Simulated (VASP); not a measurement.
# KCd3 (Fm-3m) in VASP: further runs

The runs below take KCd3 through single point, relaxation of cell and atoms, with LDA.

Program: VASP 6.6.1. These are calculated values, not measurements. Logs are shortened: lines on timing, memory, paths and dates and some standing lists are left out, and cuts for length are marked.

### Step 1. The cell of the first run

The structure is cubic, space group Fm-3m (No. 225). The conventional cell has a = 7.277 Å, b = 7.277 Å, c = 7.277 Å, α = 90.00°, β = 90.00°, γ = 90.00°. K (site symmetry m-3m) has 14 Cd at 3.15 to 3.64 Å within 4.1 Å. Cd (site symmetry -43m) has 4 K at 3.15 Å and 10 Cd at 3.15 to 3.64 Å within 4.1 Å. Within 4.1 Å of Cd (site symmetry m-3m) lie 8 Cd at 3.15 Å and 6 K at 3.64 Å.

### Step 2. Single point, LDA

INCAR reads:

```
PREC = Accurate
ENCUT = 520
EDIFF = 1E-6
ISMEAR = 0
SIGMA = 0.02
LREAL = F
LASPH = T
NELM = 80
ALGO = Normal
ISIF = 2
LWAVE = F
LCHARG = F
NBANDS = 30
```

KPOINTS reads:

```
Automatic mesh
0
Gamma
  10 10 10
```

POSCAR reads:

```
KCd3
1.0
    0.0000000000      3.6384818755      3.6384818755
    3.6384818755      0.0000000000      3.6384818755
    3.6384818755      3.6384818755      0.0000000000
K Cd
1 3
Direct
    0.0000000000      0.0000000000      0.0000000000
    0.2500000000      0.2500000000      0.2500000000
    0.7500000000      0.7500000000      0.7500000000
    0.5000000000      0.5000000000      0.5000000000
```

Potentials or basis: VASP PAW LDA potentials, release 64 (K_sv, Cd).

Started as:

```
cat potpaw_LDA.64/K_sv/POTCAR potpaw_LDA.64/Cd/POTCAR > POTCAR
mpirun -np 1 vasp_std > vasp.out
```

OUTCAR:

```text
PREC = Accurate
   ENCUT = 520
   EDIFF = 1E-6
   ISMEAR = 0
   LREAL = F
   LASPH = T
   NELM = 80
   ISIF = 2

 ion  position               nearest neighbor table
   1  0.000  0.000  0.000-   3 3.15   3 3.15   3 3.15   2 3.15   3 3.15   2 3.15   2 3.15   2 3.15
                             4 3.64   4 3.64   4 3.64   4 3.64   4 3.64   4 3.64
   2  0.250  0.250  0.250-   1 3.15   1 3.15   1 3.15   1 3.15   4 3.15   4 3.15   4 3.15   4 3.15
                             3 3.64   3 3.64   3 3.64   3 3.64   3 3.64   3 3.64
   3  0.750  0.750  0.750-   4 3.15   4 3.15   4 3.15   1 3.15   4 3.15   1 3.15   1 3.15   1 3.15
                             2 3.64   2 3.64   2 3.64   2 3.64   2 3.64   2 3.64
   4  0.500  0.500  0.500-   2 3.15   2 3.15   2 3.15   2 3.15   3 3.15   3 3.15   3 3.15   3 3.15
                             1 3.64   1 3.64   1 3.64   1 3.64   1 3.64   1 3.64

  LATTYP: Found a face centered cubic cell.
 ALAT       =     7.2769637510

  Lattice vectors:

 A1 = (   0.0000000000,   3.6384818755,   3.6384818755)
 A2 = (   3.6384818755,   0.0000000000,   3.6384818755)
 A3 = (   3.6384818755,   3.6384818755,   0.0000000000)

Analysis of symmetry for initial positions (statically):
=====================================================================
 Subroutine PRICEL returns:
 Original cell was already a primitive cell.

 Routine SETGRP: Setting up the symmetry group for a
 face centered cubic supercell.

 Subroutine GETGRP returns: Found 48 space group operations
 (whereof 48 operations were pure point group operations)
 out of a pool of 48 trial point group operations.

The static configuration has the point symmetry O_h .

Analysis of symmetry for dynamics (positions and initial velocities):
=====================================================================
 Subroutine PRICEL returns:
 Original cell was already a primitive cell.

 Routine SETGRP: Setting up the symmetry group for a
 face centered cubic supercell.

 Subroutine GETGRP returns: Found 48 space group operations
 (whereof 48 operations were pure point group operations)
 out of a pool of 48 trial point group operations.

The dynamic configuration has the point symmetry O_h .

 Subroutine INISYM returns: Found 48 space group operations
 (whereof 48 operations are pure point group operations),
 and found     1 'primitive' translations

----------------------------------------------------------------------------------------

                                     Primitive cell

  volume of cell :      96.3365

  direct lattice vectors                    reciprocal lattice vectors
     0.000000000  3.638481876  3.638481876    -0.137419951  0.137419951  0.137419951
     3.638481876  0.000000000  3.638481876     0.137419951 -0.137419951  0.137419951
     3.638481876  3.638481876  0.000000000     0.137419951  0.137419951 -0.137419951

  length of vectors
     5.145590415  5.145590415  5.145590415     0.238018337  0.238018337  0.238018337

  position of ions in fractional coordinates (direct lattice)
     0.000000000  0.000000000  0.000000000
     0.250000000  0.250000000  0.250000000
     0.750000000  0.750000000  0.750000000
     0.500000000  0.500000000  0.500000000

  ion indices of the primitive-cell ions
   primitive index   ion index
                 1           1
                 2           2
                 3           3
                 4           4

----------------------------------------------------------------------------------------

 KPOINTS: Automatic mesh

Automatic generation of k-mesh.
 Grid dimensions read from file:
 generate k-points for:   10   10   10

 Generating k-lattice:

  Cartesian coordinates                     Fractional coordinates (reciprocal lattice)
    -0.013741995  0.013741995  0.013741995     0.100000000  0.000000000  0.000000000
     0.013741995 -0.013741995  0.013741995     0.000000000  0.100000000  0.000000000
     0.013741995  0.013741995 -0.013741995     0.000000000  0.000000000  0.100000000

  Length of vectors
     0.023801834  0.023801834  0.023801834

  Shift w.r.t. Gamma in fractional coordinates (k-lattice)
     0.000000000  0.000000000  0.000000000

 Subroutine IBZKPT returns following result:
 ===========================================

 Found     47 irreducible k-points:

 Following reciprocal coordinates:
            Coordinates               Weight
  0.000000  0.000000  0.000000      1.000000
  0.100000  0.000000  0.000000      8.000000
  0.200000  0.000000  0.000000      8.000000
  0.300000  0.000000  0.000000      8.000000
  0.400000  0.000000  0.000000      8.000000
  0.500000  0.000000  0.000000      4.000000
[... 16 lines left out ...]
  0.300000  0.300000  0.000000      6.000000
  0.400000  0.300000  0.000000     24.000000
 [... further k-points ...]
   k-points           NKPTS =     47   k-points in BZ     NKDIM =     47   number of bands    NBANDS=     30
   number of dos      NEDOS =    301   number of ions     NIONS =      4
   total plane-waves  NPLWV =  64000
   dimension x,y,z NGX =    40 NGY =   40 NGZ =   40
   dimension x,y,z NGXF=    80 NGYF=   80 NGZF=   80
   ions per type =               1   3
   NGX,Y,Z   is equivalent  to a cutoff of  12.92, 12.92, 12.92 a.u.
   NGXF,Y,Z  is equivalent  to a cutoff of  25.85, 25.85, 25.85 a.u.
 SYSTEM =  unknown system
   PREC   = accura    normal or accurate (medium, high low for compatibility)
   ISTART =      0    job   : 0-new  1-cont  2-samecut
   ICHARG =      2    charge: 1-file 2-atom 10-const
   ISPIN  =      1    spin polarized calculation?
   LNONCOLLINEAR =      F non collinear calculations
   LSORBIT =      F    spin-orbit coupling
   LASPH  =      T    aspherical Exc in radial PAW
   ENCUT  =  520.0 eV  38.22 Ry    6.18 a.u.   9.57  9.57  9.57*2*pi/ulx,y,z
   NELM   =     80;   NELMIN=  2; NELMDL= -5     # of ELM steps
   EDIFF  = 0.1E-05   stopping-criterion for ELM
   LREAL  =      F    real-space projection
   EDIFFG = 0.1E-04   stopping-criterion for IOM
   NSW    =      0    number of steps for IOM
   IBRION =     -1    ionic relax: 0-MD 1-quasi-New 2-CG
   NFREE  =      0    steps in history (QN), initial steepest desc. (CG)
   ISIF   =      2    stress and relaxation
   ISYM   =      2    0-nonsym 1-usesym 2-fastsym
   POTIM  = 0.5000    time-step for ionic-motion
   TEBEG  =    0.0;   TEEND  =   0.0 temperature during run
   PSTRESS=    0.0 pullay stress
   NELECT =      45.0000    total number of electrons
   NUPDOWN=      -1.0000    fix difference up-down
   EMIN   =  10.00;   EMAX   =-10.00  energy-range for DOS
   EFERMI =   0.00;   METHOD = LEGACY
   ISMEAR =     0;   SIGMA  =   0.02  broadening in eV -4-tet -1-fermi 0-gaus
   EFERMI_NEDOS =   21; number of points for ismear=-14 and -15
   IALGO  =     38    algorithm
   IMIX   =      4    mixing-type and parameters
     AMIX     =   0.40;   BMIX     =  1.00
     AMIX_MAG =   1.60;   BMIX_MAG =  1.00
  volume/ion in A,a.u.               =      24.08       162.53
  Fermi-wavevector in a.u.,A,eV,Ry     =   1.270229  2.400385 21.952761  1.613482
  Thomas-Fermi vector in A             =   2.403228
   LORBIT       =      0    0 simple, 1 ext, 2 COOP (PROOUT), +10 PAW based schemes
   GGA     = CA    functional components
   LHFCALC =     F    Hartree Fock is set to
   AEXX    =    0.0000 exact exchange contribution
   IVDW    =     0    specifies the selected vdW correction
   LEPSILON=     F    determine dielectric tensor
   LRPA    =     F    only Hartree local field effects (RPA)
 non-spin polarized calculation
 Gauss-broadening in eV      SIGMA  =   0.02
  energy-cutoff  :      520.00
  volume of cell :       96.34
 maximum number of plane-waves:      2637
 NGX is ok and might be reduce to    40
   NGX = 19   NGY = 19   NGZ = 19

 number of electron      45.0000014 magnetization

 Free energy of the ion-electron system (eV)
  ---------------------------------------------------
  ext. energy  EPLUGINS =         0.00000000
  ---------------------------------------------------
  free energy    TOTEN  =        -5.53010255 eV

  energy without entropy =       -5.52931781  energy(sigma->0) =       -5.52971018

 E-fermi :   1.9795     XC(G=0): -10.4985

 val. band max:        1.9756533834   @ k =  -0.4000   0.2000   0.1000
 cond. band min:       1.9806107372   @ k =   0.5000   0.2000   0.0000
 fundamental gap:      0.0049573538
 Fermi energy:         1.9794660629

 k-point     1 :       0.0000    0.0000    0.0000
  band No.  band energies     occupation
      1     -28.1557      2.00000
      2     -12.0513      2.00000
      3     -12.0513      2.00000
      4     -12.0513      2.00000
      5      -7.1163      2.00000
      6      -7.1163      2.00000
[... 22 lines left out ...]
     29       7.0851      0.00000
     30       7.0851      0.00000

 k-point     2 :       0.1000    0.0000    0.0000
  band No.  band energies     occupation
      1     -28.1555      2.00000
      2     -12.0571      2.00000
      3     -12.0517      2.00000
      4     -12.0517      2.00000
      5      -7.0963      2.00000
      6      -7.0963      2.00000
[... 22 lines left out ...]
     29       7.3096      0.00000
     30       7.3096      0.00000

 k-point     3 :       0.2000    0.0000    0.0000
  band No.  band energies     occupation
      1     -28.1549      2.00000
      2     -12.0720      2.00000
      3     -12.0528      2.00000
      4     -12.0528      2.00000
      5      -7.0402      2.00000
      6      -7.0402      2.00000
[... 22 lines left out ...]
     29       7.6433      0.00000
     30       7.6433      0.00000

 k-point     4 :       0.3000    0.0000    0.0000
  band No.  band energies     occupation
      1     -28.1542      2.00000
      2     -12.0895      2.00000
      3     -12.0541      2.00000
      4     -12.0541      2.00000
      5      -6.9862      2.00000
      6      -6.9729      2.00000
[... 616 lines left out ...]
     29       7.6659      0.00000
     30       7.7251      0.00000

 k-point    23 :       0.3000    0.3000    0.0000
  band No.  band energies     occupation
      1     -28.1537      2.00000
      2     -12.0955      2.00000
      3     -12.0534      2.00000
      4     -12.0534      2.00000
      5      -6.9966      2.00000
      6      -6.9966      2.00000
[... 22 lines left out ...]
     29       7.4413      0.00000
     30       7.6708      0.00000

 k-point    24 :       0.4000    0.3000    0.0000
  band No.  band energies     occupation
      1     -28.1533      2.00000
      2     -12.1005      2.00000
      3     -12.0564      2.00000
      4     -12.0540      2.00000
      5      -7.0219      2.00000
      6      -7.0148      2.00000
[... 22 lines left out ...]
     29       7.5637      0.00000
     30       8.4727      0.00000

 [... further k-points ...]

------------------------ aborting loop because EDIFF is reached ----------------------------------------

  FORCE on cell =-STRESS in cart. coord.  units (eV):
  Direction    XX          YY          ZZ          XY          YZ          ZX
  --------------------------------------------------------------------------------------
  -------------------------------------------------------------------------------------
  Total        0.1266517      0.1266517      0.1266517     -0.0000000     -0.0000000     -0.0000000
  in kB        2.1063521      2.1063521      2.1063521     -0.0000000     -0.0000000     -0.0000000
  external PRESSURE =       2.1063521 kB  Pullay stress =       0.0000000 kB

 VOLUME and BASIS-vectors are now :
 -----------------------------------------------------------------------------
  energy-cutoff  :      520.00
  volume of cell :       96.34
      direct lattice vectors                 reciprocal lattice vectors
     0.000000000  3.638481876  3.638481876    -0.137419951  0.137419951  0.137419951
     3.638481876  0.000000000  3.638481876     0.137419951 -0.137419951  0.137419951
     3.638481876  3.638481876  0.000000000     0.137419951  0.137419951 -0.137419951

 POSITION                                       TOTAL-FORCE (eV/Angst)
 -----------------------------------------------------------------------------------
      0.00000      0.00000      0.00000        -0.000000      0.000000     -0.000000
      1.81924      1.81924      1.81924         0.000000      0.000000      0.000000
      5.45772      5.45772      5.45772        -0.000000     -0.000000     -0.000000
      3.63848      3.63848      3.63848        -0.000000      0.000000     -0.000000
 -----------------------------------------------------------------------------------
    total drift:                               -0.000000      0.000000      0.000000

  FREE ENERGIE OF THE ION-ELECTRON SYSTEM (eV)
  ---------------------------------------------------
  free  energy   TOTEN  =        -5.5301025506 eV

  energy  without entropy=       -5.5293178089  energy(sigma->0) =       -5.52971018
```

Wall time 69 s (1 thread of AMD EPYC 9R45 (Zen 5), shared host); peak memory 0.23 GiB.

What came out:

| Item | Value |
| --- | --- |
| Free energy | -5.5301 eV |
| Pressure | 0.2 GPa |

Levels at points of the mesh, in eV from the Fermi level:
```tsv
k point	band 20	band 21	band 22	band 23	band 24	band 25
(0.00, 0.00, 0.00)	-7.17	0.58	1.08	1.08	1.08	2.80
(0.50, 0.00, 0.00)	-4.79	-4.51	0.42	0.42	0.62	2.93
(0.50, 0.50, 0.00)	-3.99	-3.92	-1.81	-0.53	-0.53	2.55
```

### Step 3. Relaxation of cell and atoms, LDA

This run uses another cell than the first one, of 29.91 Å³/atom, 1.242 times its volume.

INCAR reads:

```
ALGO = Normal ; EDIFF = 1E-6
EDIFFG = -0.02 ; ENCUT = 600
GGA = CA ; IBRION = 2
ISIF = 3 ; ISMEAR = 0
LASPH = True ; LCHARG = False
LREAL = False ; LWAVE = False
NELM = 60 ; NSW = 80
PREC = Accurate ; SIGMA = 0.02
```

KPOINTS reads:

```
k-points
0
Gamma
  10 10 10
```

POSCAR reads:

```
KCd3
1.0
    0.0000000000      3.9107430000      3.9107430000
    3.9107430000      0.0000000000      3.9107430000
    3.9107430000      3.9107430000      0.0000000000
K Cd
1 3
Direct
    0.0000000000      0.0000000000      0.0000000000
    0.2500000000      0.2500000000      0.2500000000
    0.7500000000      0.7500000000      0.7500000000
    0.5000000000      0.5000000000      0.5000000000
```

Potentials or basis: VASP PAW LDA potentials, release 64 (K_sv, Cd).

Started as:

```
cat potpaw_LDA.64/K_sv/POTCAR potpaw_LDA.64/Cd/POTCAR > POTCAR
mpirun -np 1 vasp_std > vasp.out
```

Run time: 8 min. Hardware: 1 thread of AMD EPYC 9R45 (Zen 5), shared host; peak memory 0.34 GiB.

Results (log left out):

* Free energy: -5.5377 eV
* Relaxed volume: 24.24 Å³/atom
* Relaxed cell: a = 5.157 Å, b = 5.157 Å, c = 5.157 Å, α = 60.00°, β = 60.00°, γ = 60.00°
* Space group after relaxing (to 0.05 Å): Fm-3m (No. 225)
* Energy gained by relaxing: 86.0 meV/atom
* Ionic steps: 5
* Pressure after relaxing: 0.0 GPa

Step by step:
| step | energy change (eV) | largest force (eV/Å) | pressure (GPa) | volume (Å³) |
| --- | --- | --- | --- | --- |
| 1 | 0.0000 | 0.0000 | -3.66 | 119.62 |
| 2 | -0.2362 | 0.0000 | -2.72 | 108.18 |
| 3 | -0.3407 | 0.0000 | -0.59 | 98.70 |
| 4 | -0.3437 | 0.0000 | 0.17 | 96.45 |
| 5 | -0.3440 | 0.0000 | 0.02 | 96.95 |

Final structure:
```
CELL_PARAMETERS angstrom
0.00000 3.64620 3.64620
3.64620 0.00000 3.64620
3.64620 3.64620 0.00000
ATOMIC_POSITIONS crystal
K 0.00000 0.00000 0.00000
Cd 0.25000 0.25000 0.25000
Cd 0.75000 0.75000 0.75000
Cd 0.50000 0.50000 0.50000
```

Levels at points of the mesh, in eV from the Fermi level:
```
           k point  band 20  band 21  band 22  band 23  band 24  band 25
(0.00, 0.00, 0.00)    -7.14     0.55     1.08     1.08     1.08     2.78
(0.50, 0.00, 0.00)    -4.78    -4.49     0.42     0.42     0.59     2.91
(0.50, 0.50, 0.00)    -3.98    -3.91    -1.82    -0.53    -0.53     2.52
```

Caveat: the volume moved by over 15 % at a fixed basis, so the end points are rough.
